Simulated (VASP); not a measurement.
# RbBr (Pm-3m) in VASP: notebook

RbBr is run at these levels: LDA; tasks: single point, relaxation of cell and atoms.

Program: VASP 6.6.1. These are calculated values, not measurements. Logs are shortened: lines on timing, memory, paths and dates and some standing lists are left out, and cuts for length are marked.

## 1. The cell of the first run

Symmetry: Pm-3m, No. 221, cubic system. Conventional cell: a = 3.802 Å, b = 3.802 Å, c = 3.802 Å, α = 90.00°, β = 90.00°, γ = 90.00°. Rb (site symmetry m-3m) has 8 Br at 3.29 Å and 6 Rb at 3.80 Å within 4.3 Å. Br (site symmetry m-3m) has 8 Rb at 3.29 Å and 6 Br at 3.80 Å within 4.3 Å.

## 2. Single point, LDA

The input, INCAR:

```
SYSTEM = RbBr
ALGO = Normal
EDIFF = 1E-6
ENCUT = 520
GGA = CA
ISIF = 2
ISMEAR = 0
LASPH = .True.
LCHARG = .True.
LELF = .True.
LREAL = .False.
LVHAR = .True.
LWAVE = .False.
NBANDS = 15
NELM = 80
PREC = Accurate
SIGMA = 0.01
```

The input, KPOINTS:

```
k-points
0
Gamma
  6 6 6
  0 0 0
```

The input, POSCAR:

```
RbBr
1.0
    3.8016892018      0.0000000000      0.0000000000
    0.0000000000      3.8016892018      0.0000000000
    0.0000000000      0.0000000000      3.8016892018
Rb Br
1 1
Direct
    0.0000000000      0.0000000000      0.0000000000
    0.5000000000      0.5000000000      0.5000000000
```

Potentials or basis: VASP PAW LDA potentials, release 64 (Rb_sv, Br).

Started as:

```sh
> cat potpaw_LDA.64/Rb_sv/POTCAR potpaw_LDA.64/Br/POTCAR > POTCAR
> mpirun -np 1 vasp_std > vasp.out
```

OUTCAR:

```text
SYSTEM = RbBr
   EDIFF = 1E-6
   ENCUT = 520
   GGA = CA
   ISIF = 2
   ISMEAR = 0
   LASPH = .True.
   LREAL = .False.
   NELM = 80
   PREC = Accurate

 ion  position               nearest neighbor table
   1  0.000  0.000  0.000-   2 3.29   2 3.29   2 3.29   2 3.29   2 3.29   2 3.29   2 3.29   2 3.29

   2  0.500  0.500  0.500-   1 3.29   1 3.29   1 3.29   1 3.29   1 3.29   1 3.29   1 3.29   1 3.29

  LATTYP: Found a simple cubic cell.
 ALAT       =     3.8016892018

  Lattice vectors:

 A1 = (   3.8016892018,   0.0000000000,   0.0000000000)
 A2 = (   0.0000000000,   3.8016892018,   0.0000000000)
 A3 = (   0.0000000000,   0.0000000000,   3.8016892018)

Analysis of symmetry for initial positions (statically):
=====================================================================
 Subroutine PRICEL returns:
 Original cell was already a primitive cell.

 Routine SETGRP: Setting up the symmetry group for a
 simple cubic supercell.

 Subroutine GETGRP returns: Found 48 space group operations
 (whereof 48 operations were pure point group operations)
 out of a pool of 48 trial point group operations.

The static configuration has the point symmetry O_h .

Analysis of symmetry for dynamics (positions and initial velocities):
=====================================================================
 Subroutine PRICEL returns:
 Original cell was already a primitive cell.

 Routine SETGRP: Setting up the symmetry group for a
 simple cubic supercell.

 Subroutine GETGRP returns: Found 48 space group operations
 (whereof 48 operations were pure point group operations)
 out of a pool of 48 trial point group operations.

The dynamic configuration has the point symmetry O_h .

 Subroutine INISYM returns: Found 48 space group operations
 (whereof 48 operations are pure point group operations),
 and found     1 'primitive' translations

----------------------------------------------------------------------------------------

                                     Primitive cell

  volume of cell :      54.9452

  direct lattice vectors                    reciprocal lattice vectors
     3.801689202  0.000000000  0.000000000     0.263040966  0.000000000  0.000000000
     0.000000000  3.801689202  0.000000000     0.000000000  0.263040966  0.000000000
     0.000000000  0.000000000  3.801689202     0.000000000  0.000000000  0.263040966

  length of vectors
     3.801689202  3.801689202  3.801689202     0.263040966  0.263040966  0.263040966

  position of ions in fractional coordinates (direct lattice)
     0.000000000  0.000000000  0.000000000
     0.500000000  0.500000000  0.500000000

  ion indices of the primitive-cell ions
   primitive index   ion index
                 1           1
                 2           2

----------------------------------------------------------------------------------------

 KPOINTS: k-points

Automatic generation of k-mesh.
 Grid dimensions read from file:
 generate k-points for:    6    6    6

 Generating k-lattice:

  Cartesian coordinates                     Fractional coordinates (reciprocal lattice)
     0.043840161  0.000000000  0.000000000     0.166666667  0.000000000  0.000000000
     0.000000000  0.043840161  0.000000000     0.000000000  0.166666667  0.000000000
     0.000000000  0.000000000  0.043840161     0.000000000  0.000000000  0.166666667

  Length of vectors
     0.043840161  0.043840161  0.043840161

  Shift w.r.t. Gamma in fractional coordinates (k-lattice)
     0.000000000  0.000000000  0.000000000

 Subroutine IBZKPT returns following result:
 ===========================================

 Found     20 irreducible k-points:

 Following reciprocal coordinates:
            Coordinates               Weight
  0.000000  0.000000  0.000000      1.000000
  0.166667  0.000000  0.000000      6.000000
  0.333333  0.000000  0.000000      6.000000
  0.500000  0.000000  0.000000      3.000000
  0.166667  0.166667  0.000000     12.000000
  0.333333  0.166667  0.000000     24.000000
[... 12 lines left out ...]
  0.500000  0.500000  0.333333      6.000000
  0.500000  0.500000  0.500000      1.000000
   k-points           NKPTS =     20   k-points in BZ     NKDIM =     20   number of bands    NBANDS=     15
   number of dos      NEDOS =    301   number of ions     NIONS =      2
   total plane-waves  NPLWV =  21952
   dimension x,y,z NGX =    28 NGY =   28 NGZ =   28
   dimension x,y,z NGXF=    56 NGYF=   56 NGZF=   56
   ions per type =               1   1
   NGX,Y,Z   is equivalent  to a cutoff of  12.24, 12.24, 12.24 a.u.
   NGXF,Y,Z  is equivalent  to a cutoff of  24.49, 24.49, 24.49 a.u.
 SYSTEM =  RbBr
   PREC   = accura    normal or accurate (medium, high low for compatibility)
   ISTART =      0    job   : 0-new  1-cont  2-samecut
   ICHARG =      2    charge: 1-file 2-atom 10-const
   ISPIN  =      1    spin polarized calculation?
   LNONCOLLINEAR =      F non collinear calculations
   LSORBIT =      F    spin-orbit coupling
   LASPH  =      T    aspherical Exc in radial PAW
   ENCUT  =  520.0 eV  38.22 Ry    6.18 a.u.   7.07  7.07  7.07*2*pi/ulx,y,z
   NELM   =     80;   NELMIN=  2; NELMDL= -5     # of ELM steps
   EDIFF  = 0.1E-05   stopping-criterion for ELM
   LREAL  =      F    real-space projection
[... 7 lines left out ...]
   TEBEG  =    0.0;   TEEND  =   0.0 temperature during run
   PSTRESS=    0.0 pullay stress
   NELECT =      16.0000    total number of electrons
   NUPDOWN=      -1.0000    fix difference up-down
   EMIN   =  10.00;   EMAX   =-10.00  energy-range for DOS
   EFERMI =   0.00;   METHOD = LEGACY
   ISMEAR =     0;   SIGMA  =   0.01  broadening in eV -4-tet -1-fermi 0-gaus
   EFERMI_NEDOS =   21; number of points for ismear=-14 and -15
   IALGO  =     38    algorithm
   IMIX   =      4    mixing-type and parameters
     AMIX     =   0.40;   BMIX     =  1.00
     AMIX_MAG =   1.60;   BMIX_MAG =  1.00
  volume/ion in A,a.u.               =      27.47       185.39
  Fermi-wavevector in a.u.,A,eV,Ry     =   1.085104  2.050550 16.020203  1.177452
  Thomas-Fermi vector in A             =   2.221210
   LORBIT       =      0    0 simple, 1 ext, 2 COOP (PROOUT), +10 PAW based schemes
   GGA     = CA    functional components
   LHFCALC =     F    Hartree Fock is set to
   AEXX    =    0.0000 exact exchange contribution
   IVDW    =     0    specifies the selected vdW correction
   LEPSILON=     F    determine dielectric tensor
   LRPA    =     F    only Hartree local field effects (RPA)
 non-spin polarized calculation
 Gauss-broadening in eV      SIGMA  =   0.01
  energy-cutoff  :      520.00
  volume of cell :       54.95
 maximum number of plane-waves:      1498
   NGX = 15   NGY = 15   NGZ = 15

 number of electron      15.9999999 magnetization

 Free energy of the ion-electron system (eV)
  ---------------------------------------------------
  ext. energy  EPLUGINS =         0.00000000
  ---------------------------------------------------
  free energy    TOTEN  =        -6.63175906 eV

  energy without entropy =       -6.63175906  energy(sigma->0) =       -6.63175906

 E-fermi :   0.6560     XC(G=0):  -9.4666

 val. band max:        0.5766984411   @ k =   0.5000   0.5000   0.0000
 cond. band min:       5.3133771260   @ k =   0.0000   0.0000   0.0000
 fundamental gap:      4.7366786849
 Fermi energy:         0.6560376562

 k-point     1 :       0.0000    0.0000    0.0000
  band No.  band energies     occupation
      1     -24.1693      2.00000
      2     -12.5692      2.00000
      3      -8.1544      2.00000
      4      -8.1544      2.00000
      5      -8.1544      2.00000
      6       0.4441      2.00000
      7       0.4441      2.00000
      8       0.4441      2.00000
      9       5.3134      0.00000
     10       5.4443      0.00000
     11       5.4443      0.00000
     12      11.0119      0.00000
     13      11.0119      0.00000
     14      11.0119      0.00000
     15      14.0912      0.00000

 k-point     2 :       0.1667    0.0000    0.0000
  band No.  band energies     occupation
      1     -24.1534      2.00000
      2     -12.5880      2.00000
      3      -8.2068      2.00000
      4      -8.1233      2.00000
      5      -8.1233      2.00000
      6      -0.3477      2.00000
      7       0.3789      2.00000
      8       0.3789      2.00000
      9       5.6995      0.00000
     10       6.0336      0.00000
     11       6.4962      0.00000
     12      10.8657      0.00000
     13      10.8657      0.00000
     14      11.2147      0.00000
     15      12.3878      0.00000

 k-point     3 :       0.3333    0.0000    0.0000
  band No.  band energies     occupation
      1     -24.1213      2.00000
      2     -12.6346      2.00000
      3      -8.2732      2.00000
      4      -8.0595      2.00000
      5      -8.0595      2.00000
      6      -1.4940      2.00000
      7       0.2427      2.00000
      8       0.2427      2.00000
      9       6.4195      0.00000
     10       7.6023      0.00000
     11       8.4427      0.00000
     12      10.2089      0.00000
     13      10.8889      0.00000
     14      10.8889      0.00000
     15      11.7346      0.00000

 k-point     4 :       0.5000    0.0000    0.0000
  band No.  band energies     occupation
      1     -24.1050      2.00000
      2     -12.6624      2.00000
      3      -8.2870      2.00000
      4      -8.0269      2.00000
      5      -8.0269      2.00000
      6      -1.9663      2.00000
      7       0.1719      2.00000
      8       0.1719      2.00000
      9       7.0995      0.00000
     10       8.6947      0.00000
     11       9.0168      0.00000
     12       9.3716      0.00000
     13      11.2224      0.00000
     14      11.2224      0.00000
     15      12.1092      0.00000
[... 235 lines left out ...]
 k-point    18 :       0.5000    0.3333    0.3333
  band No.  band energies     occupation
      1     -24.0253      2.00000
      2     -12.1370      2.00000
      3      -8.6710      2.00000
      4      -8.5462      2.00000
      5      -8.4699      2.00000
      6      -1.2635      2.00000
      7      -1.2052      2.00000
      8      -0.7725      2.00000
      9       7.8061      0.00000
     10       8.5638      0.00000
     11       8.6974      0.00000
     12      10.6518      0.00000
     13      10.9325      0.00000
     14      11.3086      0.00000
     15      14.0839      0.00000

 k-point    19 :       0.5000    0.5000    0.3333
  band No.  band energies     occupation
      1     -24.0122      2.00000
      2     -12.0594      2.00000
      3      -8.6714      2.00000
      4      -8.6714      2.00000
      5      -8.4528      2.00000
      6      -1.3571      2.00000
      7      -1.3571      2.00000
      8      -1.1341      2.00000
      9       8.1473      0.00000
     10       9.0660      0.00000
     11       9.0660      0.00000
     12       9.9972      0.00000
     13      11.7718      0.00000
     14      11.7718      0.00000
     15      14.0574      0.00000

 k-point    20 :       0.5000    0.5000    0.5000
  band No.  band energies     occupation
      1     -23.9995      2.00000
      2     -11.9999      2.00000
      3      -8.6069      2.00000
      4      -8.6069      2.00000
      5      -8.6069      2.00000
      6      -1.5560      2.00000
      7      -1.5560      2.00000
      8      -1.5560      2.00000
      9       9.5007      0.00000
     10       9.5007      0.00000
     11       9.5007      0.00000
     12      11.0904      0.00000
     13      11.0904      0.00000
     14      11.0904      0.00000
     15      14.1267      0.00000

------------------------ aborting loop because EDIFF is reached ----------------------------------------

  FORCE on cell =-STRESS in cart. coord.  units (eV):
  Direction    XX          YY          ZZ          XY          YZ          ZX
  --------------------------------------------------------------------------------------
  -------------------------------------------------------------------------------------
  Total        1.4227735      1.4227735      1.4227735     -0.0000000      0.0000000      0.0000000
  in kB       41.4874281     41.4874281     41.4874281     -0.0000000      0.0000000      0.0000000
  external PRESSURE =      41.4874281 kB  Pullay stress =       0.0000000 kB

 VOLUME and BASIS-vectors are now :
 -----------------------------------------------------------------------------
  energy-cutoff  :      520.00
  volume of cell :       54.95
      direct lattice vectors                 reciprocal lattice vectors
     3.801689202  0.000000000  0.000000000     0.263040966  0.000000000  0.000000000
     0.000000000  3.801689202  0.000000000     0.000000000  0.263040966  0.000000000
     0.000000000  0.000000000  3.801689202     0.000000000  0.000000000  0.263040966

 POSITION                                       TOTAL-FORCE (eV/Angst)
 -----------------------------------------------------------------------------------
      0.00000      0.00000      0.00000         0.000000      0.000000      0.000000
      1.90084      1.90084      1.90084         0.000000      0.000000      0.000000
 -----------------------------------------------------------------------------------
    total drift:                               -0.000000      0.000000      0.000000

  FREE ENERGIE OF THE ION-ELECTRON SYSTEM (eV)
  ---------------------------------------------------
  free  energy   TOTEN  =        -6.6317590591 eV

  energy  without entropy=       -6.6317590591  energy(sigma->0) =       -6.63175906
```

Run time: 5 s. Hardware: 1 thread of Intel Xeon 6975P-C (Granite Rapids), shared host; peak memory 0.14 GiB.

Results:

```
Free energy            : -6.6318 eV
Pressure               : 4.1 GPa
Band gap on the k mesh : 4.74 eV (least direct gap 4.87 eV)
```

Levels at points of the mesh, in eV from the valence-band top:
```csv
k point,band 6,band 7,band 8,band 9,band 10,band 11
"(0.00, 0.00, 0.00)",-0.13,-0.13,-0.13,4.74,4.87,4.87
"(0.50, 0.00, 0.00)",-2.54,-0.40,-0.40,6.52,8.12,8.44
"(0.50, 0.50, 0.00)",-1.32,-1.32,0.00,5.01,6.15,7.87
"(0.50, 0.50, 0.50)",-2.13,-2.13,-2.13,8.92,8.92,8.92
```

Caveat: the cell stands under pressure.

## 3. Single point, LDA

This run uses another cell than the first one, of 31.23 Å³/atom.

The input, INCAR:

```
ALGO = Normal
EDIFF = 1E-6
ENCUT = 520
ISIF = 2
ISMEAR = 0
LASPH = T
LCHARG = T
LELF = T
LREAL = F
LVHAR = T
LWAVE = F
NBANDS = 15
NELM = 60
PREC = Accurate
SIGMA = 0.02
```

The input, KPOINTS:

```
k-points
0
Gamma
  6 6 6
```

The input, POSCAR:

```
RbBr
1.0
    3.9675087258      0.0000000000      0.0000000000
    0.0000000000      3.9675087258      0.0000000000
    0.0000000000      0.0000000000      3.9675087258
Rb Br
1 1
Direct
    0.0000000000      0.0000000000      0.0000000000
    0.5000000000      0.5000000000      0.5000000000
```

Potentials or basis: VASP PAW LDA potentials, release 64 (Rb_sv, Br).

Started as:

```sh
> cat potpaw_LDA.64/Rb_sv/POTCAR potpaw_LDA.64/Br/POTCAR > POTCAR
> mpirun -np 1 vasp_std > vasp.out
```

OUTCAR:

```text
EDIFF = 1E-6
   ENCUT = 520
   ISIF = 2
   ISMEAR = 0
   LASPH = T
   LREAL = F
   NELM = 60
   PREC = Accurate

 ion  position               nearest neighbor table
   1  0.000  0.000  0.000-   2 3.44   2 3.44   2 3.44   2 3.44   2 3.44   2 3.44   2 3.44   2 3.44

   2  0.500  0.500  0.500-   1 3.44   1 3.44   1 3.44   1 3.44   1 3.44   1 3.44   1 3.44   1 3.44

  LATTYP: Found a simple cubic cell.
 ALAT       =     3.9675087258

  Lattice vectors:

[... 541 lines left out ...]
------------------------ aborting loop because EDIFF is reached ----------------------------------------

  FORCE on cell =-STRESS in cart. coord.  units (eV):
  Direction    XX          YY          ZZ          XY          YZ          ZX
  --------------------------------------------------------------------------------------
  -------------------------------------------------------------------------------------
  Total        0.0279108      0.0279108      0.0279108      0.0000000      0.0000000      0.0000000
  in kB        0.7160266      0.7160266      0.7160266      0.0000000      0.0000000      0.0000000
  external PRESSURE =       0.7160266 kB  Pullay stress =       0.0000000 kB

 VOLUME and BASIS-vectors are now :
 -----------------------------------------------------------------------------
  energy-cutoff  :      520.00
  volume of cell :       62.45
      direct lattice vectors                 reciprocal lattice vectors
     3.967508726  0.000000000  0.000000000     0.252047335  0.000000000  0.000000000
     0.000000000  3.967508726  0.000000000     0.000000000  0.252047335  0.000000000
     0.000000000  0.000000000  3.967508726     0.000000000  0.000000000  0.252047335

 POSITION                                       TOTAL-FORCE (eV/Angst)
 -----------------------------------------------------------------------------------
      0.00000      0.00000      0.00000         0.000000      0.000000      0.000000
      1.98375      1.98375      1.98375         0.000000      0.000000      0.000000
 -----------------------------------------------------------------------------------
    total drift:                                0.000000      0.000000     -0.000000

  FREE ENERGIE OF THE ION-ELECTRON SYSTEM (eV)
  ---------------------------------------------------
  free  energy   TOTEN  =        -6.7197425833 eV

  energy  without entropy=       -6.7197425833  energy(sigma->0) =       -6.71974258
```

OSZICAR:

```text
N       E                     dE             d eps       ncg     rms          rms(c)
DAV:   1     0.749130437918E+02    0.74913E+02   -0.68712E+03   600   0.939E+02
DAV:   2    -0.231164617155E+01   -0.77225E+02   -0.71703E+02   822   0.170E+02
DAV:   3    -0.683379744922E+01   -0.45222E+01   -0.45067E+01   819   0.403E+01
DAV:   4    -0.693393823954E+01   -0.10014E+00   -0.10013E+00   834   0.581E+00
DAV:   5    -0.693456477007E+01   -0.62653E-03   -0.62653E-03   841   0.434E-01    0.332E+00
DAV:   6    -0.675622091643E+01    0.17834E+00   -0.14064E-01   712   0.222E+00    0.230E+00
DAV:   7    -0.672165975034E+01    0.34561E-01   -0.71132E-02   754   0.164E+00    0.101E+00
DAV:   8    -0.671987274825E+01    0.17870E-02   -0.10626E-02   731   0.548E-01    0.918E-02
DAV:   9    -0.671973264018E+01    0.14011E-03   -0.28036E-04   796   0.999E-02    0.479E-02
DAV:  10    -0.671974230878E+01   -0.96686E-05   -0.72382E-05   818   0.529E-02    0.860E-03
DAV:  11    -0.671974258329E+01   -0.27451E-06   -0.27143E-06   803   0.965E-03
   1 F= -.67197426E+01 E0= -.67197426E+01  d E =-.227096E-44
```

stdout:

```text
POSCAR found type information on POSCAR RbBr
 POSCAR found :  2 types and       2 ions
 scaLAPACK will be used
 LDA part: xc-table for (Slater(with rela. corr.)+CA(PZ))
 , standard interpolation
 POSCAR, INCAR and KPOINTS ok, starting setup
 FFT: planning ... GRIDC
 FFT: planning ... GRID_SOFT
 FFT: planning ... GRID
 WAVECAR not read
 entering main loop
```

Run time: 5.9 s. Hardware: 1 thread of Intel Xeon 6975P-C (Granite Rapids), shared host; peak memory 0.15 GiB.

What came out:

```yaml
Free_energy: -6.7197 eV
Pressure: 0.1 GPa
Band_gap_on_the_k_mesh: 4.13 eV (least direct gap 4.28 eV)
```

Levels at points of the mesh, in eV from the valence-band top:
| k point | band 5 | band 6 | band 7 | band 8 | band 9 | band 10 | band 11 | band 12 |
| --- | --- | --- | --- | --- | --- | --- | --- | --- |
| (0.00, 0.00, 0.00) | -8.84 | -0.16 | -0.16 | -0.16 | 4.13 | 5.13 | 5.13 | 10.12 |
| (0.50, 0.00, 0.00) | -8.76 | -2.14 | -0.31 | -0.31 | 6.60 | 7.37 | 8.02 | 8.49 |
| (0.50, 0.50, 0.00) | -8.71 | -1.21 | -1.21 | 0.00 | 5.02 | 6.05 | 7.84 | 7.84 |
| (0.50, 0.50, 0.50) | -9.17 | -1.71 | -1.71 | -1.71 | 8.38 | 8.38 | 8.38 | 9.78 |

(Continued in part 2 of 2.)
